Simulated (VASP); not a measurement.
# Si in VASP: further runs, part 2 of 2

VASP 6.6.1.

## 4. Single point, LDA

The input, INCAR:

```
SYSTEM = Si
PREC = Accurate
ENCUT = 520
EDIFF = 1E-7
ISMEAR = 0
SIGMA = 0.05
LREAL = .FALSE.
LASPH = .TRUE.
NELM = 100
ALGO = Normal
ISIF = 2
LWAVE = .FALSE.
LCHARG = .FALSE.
NBANDS = 11
```

The input, KPOINTS:

```
Automatic mesh
0
G
  12 12 12
  0 0 0
```

The input, POSCAR:

```
Si
1.0
    0.0000000000      3.0924147873      2.5117430150
    2.4982390203      0.0000000000      2.5117430150
    2.4982390203      3.0924147873      0.0000000000
Si
2
Direct
    0.5000000000      0.5000000000      0.5000000000
    0.7500000000      0.7500000000      0.7500000000
```

Potentials or basis: VASP PAW LDA potentials, release 64 (Si).

Started as:

```sh
$ cat potpaw_LDA.64/Si/POTCAR > POTCAR
$ mpirun -np 1 vasp_std > vasp.out
```

OUTCAR:

```text
SYSTEM = Si
   PREC = Accurate
   ENCUT = 520
   EDIFF = 1E-7
   ISMEAR = 0
   LREAL = .FALSE.
   LASPH = .TRUE.
   NELM = 100
   ISIF = 2

 ion  position               nearest neighbor table
   1  0.500  0.500  0.500-   2 2.35   2 2.35   2 2.35   2 2.35
   2  0.750  0.750  0.750-   1 2.35   1 2.35   1 2.35   1 2.35

  LATTYP: Found a face centered orthorhombic cell.
 ALAT       =     4.9964780406
 B/A-ratio  =     1.0054054054
 C/A-ratio  =     1.2378378378

  Lattice vectors:

 A1 = (   0.0000000000,   3.0924147873,  -2.5117430150)
 A2 = (   2.4982390203,   3.0924147873,   0.0000000000)
 A3 = (   2.4982390203,   0.0000000000,  -2.5117430150)

Analysis of symmetry for initial positions (statically):
=====================================================================
 Subroutine PRICEL returns:
 Original cell was already a primitive cell.

 Routine SETGRP: Setting up the symmetry group for a
 face centered orthorhombic supercell.

 Subroutine GETGRP returns: Found  8 space group operations
 (whereof  4 operations were pure point group operations)
 out of a pool of  8 trial point group operations.

The static configuration has the point symmetry D_2 .
 The point group associated with its full space group is D_2h.

Analysis of symmetry for dynamics (positions and initial velocities):
=====================================================================
 Subroutine PRICEL returns:
 Original cell was already a primitive cell.

 Routine SETGRP: Setting up the symmetry group for a
 face centered orthorhombic supercell.

 Subroutine GETGRP returns: Found  8 space group operations
 (whereof  4 operations were pure point group operations)
 out of a pool of  8 trial point group operations.

The dynamic configuration has the point symmetry D_2 .
 The point group associated with its full space group is D_2h.

 Subroutine INISYM returns: Found  8 space group operations
 (whereof  4 operations are pure point group operations),
 and found     1 'primitive' translations

----------------------------------------------------------------------------------------

                                     Primitive cell

  volume of cell :      38.8094

  direct lattice vectors                    reciprocal lattice vectors
     0.000000000  3.092414787  2.511743015    -0.200140978  0.161685943  0.199064951
     2.498239020  0.000000000  2.511743015     0.200140978 -0.161685943  0.199064951
     2.498239020  3.092414787  0.000000000     0.200140978  0.161685943 -0.199064951

  length of vectors
     3.983953086  3.542605140  3.975453109     0.325308484  0.325308484  0.325308484

  position of ions in fractional coordinates (direct lattice)
     0.500000000  0.500000000  0.500000000
     0.750000000  0.750000000  0.750000000

  ion indices of the primitive-cell ions
   primitive index   ion index
                 1           1
                 2           2

----------------------------------------------------------------------------------------

 KPOINTS: Automatic mesh

Automatic generation of k-mesh.
 Grid dimensions read from file:
 generate k-points for:   12   12   12

 Generating k-lattice:

  Cartesian coordinates                     Fractional coordinates (reciprocal lattice)
    -0.016678415  0.013473829  0.016588746     0.083333333  0.000000000  0.000000000
     0.016678415 -0.013473829  0.016588746     0.000000000  0.083333333  0.000000000
     0.016678415  0.013473829 -0.016588746     0.000000000  0.000000000  0.083333333

  Length of vectors
     0.027109040  0.027109040  0.027109040

  Shift w.r.t. Gamma in fractional coordinates (k-lattice)
     0.000000000  0.000000000  0.000000000

 Subroutine IBZKPT returns following result:
 ===========================================

 Found    280 irreducible k-points:

 Following reciprocal coordinates:
            Coordinates               Weight
  0.000000  0.000000  0.000000      1.000000
  0.083333  0.000000  0.000000      8.000000
  0.166667  0.000000  0.000000      8.000000
  0.250000  0.000000  0.000000      8.000000
  0.333333  0.000000  0.000000      8.000000
  0.416667  0.000000  0.000000      8.000000
[... 16 lines left out ...]
  0.500000  0.166667 -0.000000      8.000000
 -0.416667  0.166667  0.000000      8.000000
 [... further k-points ...]
   k-points           NKPTS =    280   k-points in BZ     NKDIM =    280   number of bands    NBANDS=     11
   number of dos      NEDOS =    301   number of ions     NIONS =      2
   total plane-waves  NPLWV =  25200
   dimension x,y,z NGX =    30 NGY =   28 NGZ =   30
   dimension x,y,z NGXF=    60 NGYF=   56 NGZF=   60
   ions per type =               2
   NGX,Y,Z   is equivalent  to a cutoff of  12.52, 13.14, 12.55 a.u.
   NGXF,Y,Z  is equivalent  to a cutoff of  25.04, 26.28, 25.09 a.u.
 SYSTEM =  Si
   PREC   = accura    normal or accurate (medium, high low for compatibility)
   ISTART =      0    job   : 0-new  1-cont  2-samecut
   ICHARG =      2    charge: 1-file 2-atom 10-const
   ISPIN  =      1    spin polarized calculation?
   LNONCOLLINEAR =      F non collinear calculations
   LSORBIT =      F    spin-orbit coupling
   LASPH  =      T    aspherical Exc in radial PAW
   ENCUT  =  520.0 eV  38.22 Ry    6.18 a.u.   7.41  6.59  7.39*2*pi/ulx,y,z
   NELM   =    100;   NELMIN=  2; NELMDL= -5     # of ELM steps
   EDIFF  = 0.1E-06   stopping-criterion for ELM
   LREAL  =      F    real-space projection
   EDIFFG = 0.1E-05   stopping-criterion for IOM
   NSW    =      0    number of steps for IOM
   IBRION =     -1    ionic relax: 0-MD 1-quasi-New 2-CG
   NFREE  =      0    steps in history (QN), initial steepest desc. (CG)
   ISIF   =      2    stress and relaxation
   ISYM   =      2    0-nonsym 1-usesym 2-fastsym
   POTIM  = 0.5000    time-step for ionic-motion
   TEBEG  =    0.0;   TEEND  =   0.0 temperature during run
   PSTRESS=    0.0 pullay stress
   NELECT =       8.0000    total number of electrons
   NUPDOWN=      -1.0000    fix difference up-down
   EMIN   =  10.00;   EMAX   =-10.00  energy-range for DOS
   EFERMI =   0.00;   METHOD = LEGACY
   ISMEAR =     0;   SIGMA  =   0.05  broadening in eV -4-tet -1-fermi 0-gaus
   EFERMI_NEDOS =   21; number of points for ismear=-14 and -15
   IALGO  =     38    algorithm
   IMIX   =      4    mixing-type and parameters
     AMIX     =   0.40;   BMIX     =  1.00
     AMIX_MAG =   1.60;   BMIX_MAG =  1.00
  volume/ion in A,a.u.               =      19.40       130.95
  Fermi-wavevector in a.u.,A,eV,Ry     =   0.967073  1.827503 12.724575  0.935230
  Thomas-Fermi vector in A             =   2.096928
   LORBIT       =      0    0 simple, 1 ext, 2 COOP (PROOUT), +10 PAW based schemes
   GGA     = CA    functional components
   LHFCALC =     F    Hartree Fock is set to
   AEXX    =    0.0000 exact exchange contribution
   IVDW    =     0    specifies the selected vdW correction
   LEPSILON=     F    determine dielectric tensor
   LRPA    =     F    only Hartree local field effects (RPA)
 non-spin polarized calculation
 Gauss-broadening in eV      SIGMA  =   0.05
  energy-cutoff  :      520.00
  volume of cell :       38.81
 maximum number of plane-waves:      1064
 NGX is ok and might be reduce to    30
   NGX = 15   NGY = 13   NGZ = 15

 number of electron       8.0000000 magnetization

 Free energy of the ion-electron system (eV)
  ---------------------------------------------------
  ext. energy  EPLUGINS =         0.00000000
  ---------------------------------------------------
  free energy    TOTEN  =       -11.50439407 eV

  energy without entropy =      -11.50392168  energy(sigma->0) =      -11.50415788

 E-fermi :   6.4320     XC(G=0):  -9.7658

 val. band max:        6.4309149958   @ k =   0.0833   0.0000   0.0833
 cond. band min:       6.4600814816   @ k =  -0.1667   0.4167   0.4167
 fundamental gap:      0.0291664859
 Fermi energy:         6.4319532323

 k-point     1 :       0.0000    0.0000    0.0000
  band No.  band energies     occupation
      1      -6.0335      2.00000
      2       4.8918      2.00000
      3       6.8034      0.00000
      4       6.8238      0.00000
      5       8.6535      0.00000
      6       8.6596      0.00000
      7       8.6752      0.00000
      8       9.3262      0.00000
      9      12.3591      0.00000
     10      14.0351      0.00000
     11      14.2577      0.00000
[... 309 lines left out ...]
 k-point    24 :      -0.4167    0.1667    0.0000
  band No.  band energies     occupation
      1      -3.2911      2.00000
      2      -0.6543      2.00000
      3       3.0968      2.00000
      4       4.4454      2.00000
      5       7.2852      0.00000
      6       9.6885      0.00000
      7      12.0724      0.00000
      8      13.2792      0.00000
      9      13.6693      0.00000
     10      16.6168      0.00000
     11      18.4817      0.00000

 [... further k-points ...]
[... 5 lines left out ...]
  --------------------------------------------------------------------------------------
  -------------------------------------------------------------------------------------
  Total        2.0241700     -4.0619760      2.0218414      0.0000000      0.0000000      0.0000000
  in kB       83.5642733   -167.6914842     83.4681398      0.0000000      0.0000000      0.0000000
  external PRESSURE =      -0.2196904 kB  Pullay stress =       0.0000000 kB

 VOLUME and BASIS-vectors are now :
 -----------------------------------------------------------------------------
  energy-cutoff  :      520.00
  volume of cell :       38.81
      direct lattice vectors                 reciprocal lattice vectors
     0.000000000  3.092414787  2.511743015    -0.200140978  0.161685943  0.199064951
     2.498239020  0.000000000  2.511743015     0.200140978 -0.161685943  0.199064951
     2.498239020  3.092414787  0.000000000     0.200140978  0.161685943 -0.199064951

 POSITION                                       TOTAL-FORCE (eV/Angst)
 -----------------------------------------------------------------------------------
      2.49824      3.09241      2.51174         0.000000      0.000000      0.000000
      3.74736      4.63862      3.76761         0.000000     -0.000000     -0.000000
 -----------------------------------------------------------------------------------
    total drift:                               -0.000000     -0.000000     -0.000000

  FREE ENERGIE OF THE ION-ELECTRON SYSTEM (eV)
  ---------------------------------------------------
  free  energy   TOTEN  =       -11.5043940707 eV

  energy  without entropy=      -11.5039216811  energy(sigma->0) =      -11.50415788
```

stdout:

```text
POSCAR found type information on POSCAR Si
 POSCAR found :  1 types and       2 ions
 scaLAPACK will be used
 LDA part: xc-table for (Slater(with rela. corr.)+CA(PZ))
 , standard interpolation
 POSCAR, INCAR and KPOINTS ok, starting setup
 FFT: planning ... GRIDC
 FFT: planning ... GRID_SOFT
 FFT: planning ... GRID
 WAVECAR not read
 entering main loop
```

Run time: 2.8 min. Hardware: 1 thread of AMD EPYC 7R43 (Zen 3), shared host; peak memory 0.17 GiB.

Results:

| Item | Value |
| --- | --- |
| Free energy | -11.5044 eV |
| Pressure | 0.0 GPa |
| Band gap on the k mesh | zero (band 4 reaches 6.83 eV, above the bottom of band 5 at 6.01 eV) |

Levels at points of the mesh, in eV from the Fermi level:
```
           k point  band 1  band 2  band 3  band 4  band 5  band 6  band 7  band 8  band 9
(0.00, 0.00, 0.00)  -12.47   -1.54    0.37    0.39    2.22    2.23    2.24    2.89    5.93
(0.50, 0.00, 0.00)   -9.98   -7.41   -2.60   -0.29   -0.03    3.66    3.93    7.66    9.57
(0.50, 0.50, 0.00)   -7.73   -7.73   -3.60   -3.60   -0.19   -0.19    7.47    7.47    9.50
(0.50, 0.00, 0.50)   -9.04   -9.04   -1.99   -1.99    1.48    1.48    9.81    9.81   10.06
(0.00, 0.50, 0.50)   -7.70   -7.70   -3.64   -3.64   -0.23   -0.23    7.52    7.52    9.57
```

Caveat: the cell differs from its parent crystal (strain +e along x and -e along y -0.1100, strain +e along z and -e/2 along x and y -0.0700).

## 5. Summary

```tsv
cell	gap on the mesh (eV)	pressure (GPa)
a = 3.873, b = 3.873, c = 3.719 Å, angles 61.3, 61.3, 57.4°, 2 atoms	-	0.1
a = 4.096, b = 3.699, c = 3.710 Å, angles 67.1, 56.3, 56.6°, 2 atoms	none	-0.7
a = 3.984, b = 3.543, c = 3.975 Å, angles 63.7, 52.9, 63.4°, 2 atoms	none	0.0
```

Alike in all rows: task single point; level LDA; potentials or basis VASP PAW LDA potentials, release 64 (Si); no spin polarisation; k mesh 12 × 12 × 12; cutoff (eV) 520; smearing gaussian 0.05 eV.

Absolute energies hang on the potentials; compare differences alone.
